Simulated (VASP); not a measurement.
# HgH3 (Pm-3m) in VASP: notebook

Runs on HgH3. Level: PBE. Tasks: single point.

Program: VASP 6.6.1. These are calculated values, not measurements. Logs are shortened: lines on timing, memory, paths and dates and some standing lists are left out, and cuts for length are marked.

### Step 1. The cell of the first run

The structure is cubic, space group Pm-3m (No. 221). The conventional cell has a = 7.167 Å, b = 7.167 Å, c = 7.167 Å, α = 90.00°, β = 90.00°, γ = 90.00°. Within 4.2 Å of Hg (site symmetry m-3m) lie 12 H at 3.21 to 3.96 Å. H (site symmetry 4mm) has 1 H at 0.75 Å within 1.0 Å.

### Step 2. Single point, PBE

Input file INCAR:

```
SYSTEM = HgH3
PREC = Accurate
ENCUT = 520
EDIFF = 1E-6
ISMEAR = 0
SIGMA = 0.02
LREAL = .FALSE.
LASPH = .TRUE.
NELM = 60
ALGO = Normal
ISIF = 2
LWAVE = .FALSE.
LCHARG = .FALSE.
GGA = PE
NBANDS = 25
```

Input file KPOINTS:

```
regular mesh
0
G
  4 4 4
  0 0 0
```

Input file POSCAR:

```
HgH3
1.0
    7.1668522530      0.0000000000      0.0000000000
    0.0000000000      7.1668522530      0.0000000000
    0.0000000000      0.0000000000      7.1668522530
Hg H
2 6
Direct
    0.5000000000      0.5000000000      0.5000000000
    0.0000000000      0.0000000000      0.0000000000
    0.0524889845      0.5000000000      0.5000000000
    0.9475110155      0.5000000000      0.5000000000
    0.5000000000      0.0524889845      0.5000000000
    0.5000000000      0.9475110155      0.5000000000
    0.5000000000      0.5000000000      0.0524889845
    0.5000000000      0.5000000000      0.9475110155
```

Potentials or basis: VASP PAW PBE potentials, release 64 (Hg, H).

Run with:

```
$ cat potpaw_PBE.64/Hg/POTCAR potpaw_PBE.64/H/POTCAR > POTCAR
$ mpirun -np 1 vasp_std > vasp.out
```

OUTCAR:

```text
SYSTEM = HgH3
   PREC = Accurate
   ENCUT = 520
   EDIFF = 1E-6
   ISMEAR = 0
   LREAL = .FALSE.
   LASPH = .TRUE.
   NELM = 60
   ISIF = 2
   GGA = PE

 ion  position               nearest neighbor table
   1  0.500  0.500  0.500-
   2  0.000  0.000  0.000-
   3  0.052  0.500  0.500-   4 0.75
   4  0.948  0.500  0.500-   3 0.75
   5  0.500  0.052  0.500-   6 0.75
   6  0.500  0.948  0.500-   5 0.75
   7  0.500  0.500  0.052-   8 0.75
   8  0.500  0.500  0.948-   7 0.75

  LATTYP: Found a simple cubic cell.
 ALAT       =     7.1668522530

  Lattice vectors:

 A1 = (   7.1668522530,   0.0000000000,   0.0000000000)
 A2 = (   0.0000000000,   7.1668522530,   0.0000000000)
 A3 = (   0.0000000000,   0.0000000000,   7.1668522530)

Analysis of symmetry for initial positions (statically):
=====================================================================
 Subroutine PRICEL returns:
 Original cell was already a primitive cell.

 Routine SETGRP: Setting up the symmetry group for a
 simple cubic supercell.

 Subroutine GETGRP returns: Found 48 space group operations
 (whereof 48 operations were pure point group operations)
 out of a pool of 48 trial point group operations.

The static configuration has the point symmetry O_h .

Analysis of symmetry for dynamics (positions and initial velocities):
=====================================================================
 Subroutine PRICEL returns:
 Original cell was already a primitive cell.

 Routine SETGRP: Setting up the symmetry group for a
 simple cubic supercell.

 Subroutine GETGRP returns: Found 48 space group operations
 (whereof 48 operations were pure point group operations)
 out of a pool of 48 trial point group operations.

The dynamic configuration has the point symmetry O_h .

 Subroutine INISYM returns: Found 48 space group operations
 (whereof 48 operations are pure point group operations),
 and found     1 'primitive' translations

----------------------------------------------------------------------------------------

                                     Primitive cell

  volume of cell :     368.1166

  direct lattice vectors                    reciprocal lattice vectors
     7.166852253  0.000000000  0.000000000     0.139531270  0.000000000  0.000000000
     0.000000000  7.166852253  0.000000000     0.000000000  0.139531270  0.000000000
     0.000000000  0.000000000  7.166852253     0.000000000  0.000000000  0.139531270

  length of vectors
     7.166852253  7.166852253  7.166852253     0.139531270  0.139531270  0.139531270

  position of ions in fractional coordinates (direct lattice)
     0.500000000  0.500000000  0.500000000
     0.000000000  0.000000000  0.000000000
     0.052488985  0.500000000  0.500000000
     0.947511015  0.500000000  0.500000000
     0.500000000  0.052488985  0.500000000
     0.500000000  0.947511015  0.500000000
     0.500000000  0.500000000  0.052488985
     0.500000000  0.500000000  0.947511015

  ion indices of the primitive-cell ions
   primitive index   ion index
                 1           1
                 2           2
                 3           3
                 4           4
                 5           5
                 6           6
                 7           7
                 8           8

----------------------------------------------------------------------------------------

 KPOINTS: regular mesh

Automatic generation of k-mesh.
 Grid dimensions read from file:
 generate k-points for:    4    4    4

 Generating k-lattice:

  Cartesian coordinates                     Fractional coordinates (reciprocal lattice)
     0.034882818  0.000000000  0.000000000     0.250000000  0.000000000  0.000000000
     0.000000000  0.034882818  0.000000000     0.000000000  0.250000000  0.000000000
     0.000000000  0.000000000  0.034882818     0.000000000  0.000000000  0.250000000

  Length of vectors
     0.034882818  0.034882818  0.034882818

  Shift w.r.t. Gamma in fractional coordinates (k-lattice)
     0.000000000  0.000000000  0.000000000

 Subroutine IBZKPT returns following result:
 ===========================================

 Found     10 irreducible k-points:

 Following reciprocal coordinates:
            Coordinates               Weight
  0.000000  0.000000  0.000000      1.000000
  0.250000  0.000000  0.000000      6.000000
  0.500000  0.000000  0.000000      3.000000
  0.250000  0.250000  0.000000     12.000000
  0.500000  0.250000  0.000000     12.000000
  0.500000  0.500000  0.000000      3.000000
  0.250000  0.250000  0.250000      8.000000
  0.500000  0.250000  0.250000     12.000000
  0.500000  0.500000  0.250000      6.000000
  0.500000  0.500000  0.500000      1.000000
   k-points           NKPTS =     10   k-points in BZ     NKDIM =     10   number of bands    NBANDS=     25
   number of dos      NEDOS =    301   number of ions     NIONS =      8
   total plane-waves  NPLWV = 157464
   dimension x,y,z NGX =    54 NGY =   54 NGZ =   54
   dimension x,y,z NGXF=   108 NGYF=  108 NGZF=  108
   ions per type =               2   6
   NGX,Y,Z   is equivalent  to a cutoff of  12.53, 12.53, 12.53 a.u.
   NGXF,Y,Z  is equivalent  to a cutoff of  25.05, 25.05, 25.05 a.u.
 SYSTEM =  HgH3
   PREC   = accura    normal or accurate (medium, high low for compatibility)
   ISTART =      0    job   : 0-new  1-cont  2-samecut
   ICHARG =      2    charge: 1-file 2-atom 10-const
   ISPIN  =      1    spin polarized calculation?
   LNONCOLLINEAR =      F non collinear calculations
   LSORBIT =      F    spin-orbit coupling
   LASPH  =      T    aspherical Exc in radial PAW
   ENCUT  =  520.0 eV  38.22 Ry    6.18 a.u.  13.33 13.33 13.33*2*pi/ulx,y,z
   NELM   =     60;   NELMIN=  2; NELMDL= -5     # of ELM steps
   EDIFF  = 0.1E-05   stopping-criterion for ELM
   LREAL  =      F    real-space projection
   EDIFFG = 0.1E-04   stopping-criterion for IOM
   NSW    =      0    number of steps for IOM
   IBRION =     -1    ionic relax: 0-MD 1-quasi-New 2-CG
   NFREE  =      0    steps in history (QN), initial steepest desc. (CG)
   ISIF   =      2    stress and relaxation
   ISYM   =      2    0-nonsym 1-usesym 2-fastsym
   POTIM  = 0.5000    time-step for ionic-motion
   TEBEG  =    0.0;   TEEND  =   0.0 temperature during run
   PSTRESS=    0.0 pullay stress
   NELECT =      30.0000    total number of electrons
   NUPDOWN=      -1.0000    fix difference up-down
   EMIN   =  10.00;   EMAX   =-10.00  energy-range for DOS
   EFERMI =   0.00;   METHOD = LEGACY
   ISMEAR =     0;   SIGMA  =   0.02  broadening in eV -4-tet -1-fermi 0-gaus
   EFERMI_NEDOS =   21; number of points for ismear=-14 and -15
   IALGO  =     38    algorithm
   IMIX   =      4    mixing-type and parameters
     AMIX     =   0.40;   BMIX     =  1.00
     AMIX_MAG =   1.60;   BMIX_MAG =  1.00
  volume/ion in A,a.u.               =      46.01       310.52
  Fermi-wavevector in a.u.,A,eV,Ry     =   0.709774  1.341279  6.854333  0.503779
  Thomas-Fermi vector in A             =   1.796445
   LORBIT       =      0    0 simple, 1 ext, 2 COOP (PROOUT), +10 PAW based schemes
   GGA     = PE    functional components
   LHFCALC =     F    Hartree Fock is set to
   AEXX    =    0.0000 exact exchange contribution
   IVDW    =     0    specifies the selected vdW correction
   LEPSILON=     F    determine dielectric tensor
   LRPA    =     F    only Hartree local field effects (RPA)
 non-spin polarized calculation
 Gauss-broadening in eV      SIGMA  =   0.02
  energy-cutoff  :      520.00
  volume of cell :      368.12
 maximum number of plane-waves:      9972
 NGX is ok and might be reduce to    54
   NGX = 27   NGY = 27   NGZ = 27

 number of electron      30.0000002 magnetization

 Free energy of the ion-electron system (eV)
  ---------------------------------------------------
  ext. energy  EPLUGINS =         0.00000000
  ---------------------------------------------------
  free energy    TOTEN  =       -20.40634260 eV

  energy without entropy =      -20.40634260  energy(sigma->0) =      -20.40634260

 E-fermi :  -5.4705     XC(G=0):  -4.0838

 val. band max:       -5.5776885083   @ k =   0.0000   0.0000   0.0000
 cond. band min:      -0.7199192321   @ k =   0.0000   0.0000   0.0000
 fundamental gap:      4.8577692762
 Fermi energy:        -5.4705191140

 k-point     1 :       0.0000    0.0000    0.0000
  band No.  band energies     occupation
      1      -9.4349      2.00000
      2      -9.4127      2.00000
      3      -9.4127      2.00000
      4      -8.9386      2.00000
      5      -8.9386      2.00000
      6      -8.9386      2.00000
[... 17 lines left out ...]
     24       2.7927      0.00000
     25       3.6722      0.00000

 k-point     2 :       0.2500    0.0000    0.0000
  band No.  band energies     occupation
      1      -9.4266      2.00000
      2      -9.4125      2.00000
      3      -9.3660      2.00000
      4      -8.9388      2.00000
      5      -8.9388      2.00000
      6      -8.9386      2.00000
[... 17 lines left out ...]
     24       3.2466      0.00000
     25       3.2466      0.00000

 k-point     3 :       0.5000    0.0000    0.0000
  band No.  band energies     occupation
      1      -9.4247      2.00000
      2      -9.4121      2.00000
      3      -9.2972      2.00000
      4      -8.9389      2.00000
      5      -8.9389      2.00000
      6      -8.9386      2.00000
[... 160 lines left out ...]
 k-point     9 :       0.5000    0.5000    0.2500
  band No.  band energies     occupation
      1      -9.3647      2.00000
      2      -9.2957      2.00000
      3      -9.2957      2.00000
      4      -8.9556      2.00000
      5      -8.9393      2.00000
      6      -8.9391      2.00000
[... 17 lines left out ...]
     24       2.8114      0.00000
     25       2.9272      0.00000

 k-point    10 :       0.5000    0.5000    0.5000
  band No.  band energies     occupation
      1      -9.2957      2.00000
      2      -9.2957      2.00000
      3      -9.2957      2.00000
      4      -8.9556      2.00000
      5      -8.9556      2.00000
      6      -8.9393      2.00000
[... 17 lines left out ...]
     24       2.8297      0.00000
     25       3.3544      0.00000

------------------------ aborting loop because EDIFF is reached ----------------------------------------

  FORCE on cell =-STRESS in cart. coord.  units (eV):
  Direction    XX          YY          ZZ          XY          YZ          ZX
  --------------------------------------------------------------------------------------
  -------------------------------------------------------------------------------------
  Total       -0.0929748     -0.0929748     -0.0929748      0.0000000     -0.0000000      0.0000000
  in kB       -0.4046600     -0.4046600     -0.4046600      0.0000000     -0.0000000      0.0000000
  external PRESSURE =      -0.4046600 kB  Pullay stress =       0.0000000 kB

 VOLUME and BASIS-vectors are now :
 -----------------------------------------------------------------------------
  energy-cutoff  :      520.00
  volume of cell :      368.12
      direct lattice vectors                 reciprocal lattice vectors
     7.166852253  0.000000000  0.000000000     0.139531270  0.000000000  0.000000000
     0.000000000  7.166852253  0.000000000     0.000000000  0.139531270  0.000000000
     0.000000000  0.000000000  7.166852253     0.000000000  0.000000000  0.139531270

 POSITION                                       TOTAL-FORCE (eV/Angst)
 -----------------------------------------------------------------------------------
      3.58343      3.58343      3.58343         0.000000      0.000000      0.000000
      0.00000      0.00000      0.00000         0.000000      0.000000      0.000000
      0.37618      3.58343      3.58343        -0.017013     -0.000000      0.000000
      6.79067      3.58343      3.58343         0.017013      0.000000     -0.000000
      3.58343      0.37618      3.58343        -0.000000     -0.017013      0.000000
      3.58343      6.79067      3.58343         0.000000      0.017013     -0.000000
      3.58343      3.58343      0.37618        -0.000000     -0.000000     -0.017013
      3.58343      3.58343      6.79067         0.000000      0.000000      0.017013
 -----------------------------------------------------------------------------------
    total drift:                                0.000000      0.000000      0.000000

  FREE ENERGIE OF THE ION-ELECTRON SYSTEM (eV)
  ---------------------------------------------------
  free  energy   TOTEN  =       -20.4063425959 eV

  energy  without entropy=      -20.4063425959  energy(sigma->0) =      -20.40634260
```

It took 1.9 min on 1 thread of Intel Xeon 6975P-C, shared host; peak memory 0.43 GiB.

What came out:

```yaml
Free_energy: -20.4063 eV
Pressure: 0.0 GPa
Largest_force: 0.017 eV/Å
Band_gap_on_the_k_mesh: 4.86 eV, direct
```

Forces on the atoms (eV/Å):
```
Hg   0.000  0.000  0.000
Hg   0.000  0.000  0.000
H   -0.017  0.000  0.000
H    0.017  0.000  0.000
H    0.000 -0.017  0.000
H    0.000  0.017  0.000
H    0.000  0.000 -0.017
H    0.000  0.000  0.017
```

Levels at points of the mesh, in eV from the valence-band top:
```tsv
k point	band 12	band 13	band 14	band 15	band 16	band 17	band 18	band 19
(0.00, 0.00, 0.00)	-3.13	-3.13	-0.12	0.00	4.86	4.86	4.86	6.23
(0.50, 0.00, 0.00)	-3.13	-3.13	-0.16	-0.09	5.07	5.07	5.48	5.73
(0.50, 0.50, 0.00)	-3.13	-3.13	-0.30	-0.08	5.11	5.11	5.16	6.10
(0.50, 0.50, 0.50)	-3.13	-3.13	-0.43	-0.06	5.29	5.29	5.29	6.08
```

Caveat: spin-orbit coupling is left out, which moves the levels of the heavy elements.

### Step 3. Single point, PBE

Input file INCAR:

```
  ALGO = Normal
  EDIFF = 1E-6
  ENCUT = 520
  GGA = PE
  ISIF = 2
  ISMEAR = 0
  LASPH = T
  LCHARG = F
  LREAL = F
  LWAVE = F
  NBANDS = 25
  NELM = 60
  PREC = Accurate
  SIGMA = 0.02
```

Input file KPOINTS:

```
k-points
0
Gamma
  4 4 4
```

POSCAR is that of step 2.

Potentials or basis: VASP PAW PBE potentials, release 64 (Hg, H).

Run with:

```
$ cat potpaw_PBE.64/Hg/POTCAR potpaw_PBE.64/H/POTCAR > POTCAR
$ mpirun -np 1 vasp_std > vasp.out
```

Run time: 2.4 min. Hardware: 1 thread of Intel Xeon 6975P-C, shared host; peak memory 0.42 GiB.

It converged, with:

- Free energy: -20.4063 eV
- Pressure: 0.0 GPa
- Largest force: 0.017 eV/Å
- Band gap on the k mesh: 4.86 eV, direct

Forces on the atoms (eV/Å):
```
Hg   0.000  0.000  0.000
Hg   0.000  0.000  0.000
H   -0.017  0.000  0.000
H    0.017  0.000  0.000
H    0.000 -0.017  0.000
H    0.000  0.017  0.000
H    0.000  0.000 -0.017
H    0.000  0.000  0.017
```

Levels at points of the mesh, in eV from the valence-band top:
```csv
k point,band 12,band 13,band 14,band 15,band 16,band 17,band 18,band 19
"(0.00, 0.00, 0.00)",-3.13,-3.13,-0.12,0.00,4.86,4.86,4.86,6.23
"(0.50, 0.00, 0.00)",-3.13,-3.13,-0.16,-0.09,5.07,5.07,5.48,5.73
"(0.50, 0.50, 0.00)",-3.13,-3.13,-0.30,-0.08,5.11,5.11,5.16,6.10
"(0.50, 0.50, 0.50)",-3.13,-3.13,-0.43,-0.06,5.29,5.29,5.29,6.08
```

Caveat: spin-orbit coupling is left out, which moves the levels of the heavy elements. A k mesh can miss the band edges.

### Step 4. Single point, PBE (volume scaled by 1.03, then relaxed in part)

Input file INCAR:

```
SYSTEM = HgH3
ALGO = Normal ; EDIFF = 1E-6
ENCUT = 520 ; GGA = PE
ISIF = 2 ; ISMEAR = 0
LASPH = .True. ; LCHARG = .False.
LREAL = .False. ; LWAVE = .False.
NBANDS = 25 ; NELM = 100
PREC = Accurate ; SIGMA = 0.02
```

Input file KPOINTS:

```
k-points
0
Gamma
  4 4 4
  0 0 0
```

Input file POSCAR:

```
HgH3
1.0
    7.2378158013      0.0000000000      0.0000000000
    0.0000000000      7.2378158013      0.0000000000
    0.0000000000      0.0000000000      7.2378158013
Hg H
2 6
Direct
    0.5000000000      0.5000000000      0.5000000000
    0.0000000000      0.0000000000      0.0000000000
    0.0519549898      0.5000000000      0.5000000000
    0.9480450102      0.5000000000      0.5000000000
    0.5000000000      0.0519549898      0.5000000000
    0.5000000000      0.9480450102      0.5000000000
    0.5000000000      0.5000000000      0.0519549898
    0.5000000000      0.5000000000      0.9480450102
```

Run with:

```
$ cat potpaw_PBE.64/Hg/POTCAR potpaw_PBE.64/H/POTCAR > POTCAR
$ mpirun -np 1 vasp_std > vasp.out
```

Run time: 2.2 min. Hardware: 1 thread of Intel Xeon 6975P-C, shared host; peak memory 0.44 GiB.

It converged, with:

```yaml
Free_energy: -20.4070 eV
Pressure: 0.0 GPa
Largest_force: 0.012 eV/Å
Band_gap_on_the_k_mesh: 4.89 eV, direct
```

Forces on the atoms (eV/Å):
```
Hg   0.000  0.000  0.000
Hg   0.000  0.000  0.000
H   -0.012  0.000  0.000
H    0.012  0.000  0.000
H    0.000 -0.012  0.000
H    0.000  0.012  0.000
H    0.000  0.000 -0.012
H    0.000  0.000  0.012
```

Levels at points of the mesh, in eV from the valence-band top:
| k point | band 11 | band 12 | band 13 | band 14 | band 15 | band 16 | band 17 | band 18 | band 19 | band 20 |
| --- | --- | --- | --- | --- | --- | --- | --- | --- | --- | --- |
| (0.00, 0.00, 0.00) | -3.11 | -3.11 | -3.11 | -0.11 | 0.00 | 4.89 | 4.89 | 4.89 | 6.22 | 6.22 |
| (0.50, 0.00, 0.00) | -3.11 | -3.11 | -3.11 | -0.16 | -0.07 | 5.10 | 5.10 | 5.49 | 5.72 | 5.95 |
| (0.50, 0.50, 0.00) | -3.11 | -3.11 | -3.11 | -0.28 | -0.06 | 5.14 | 5.14 | 5.19 | 6.10 | 6.63 |
| (0.50, 0.50, 0.50) | -3.11 | -3.11 | -3.11 | -0.40 | -0.04 | 5.31 | 5.31 | 5.31 | 6.06 | 6.06 |

Caveat: spin-orbit coupling is left out, which moves the levels of the heavy elements.
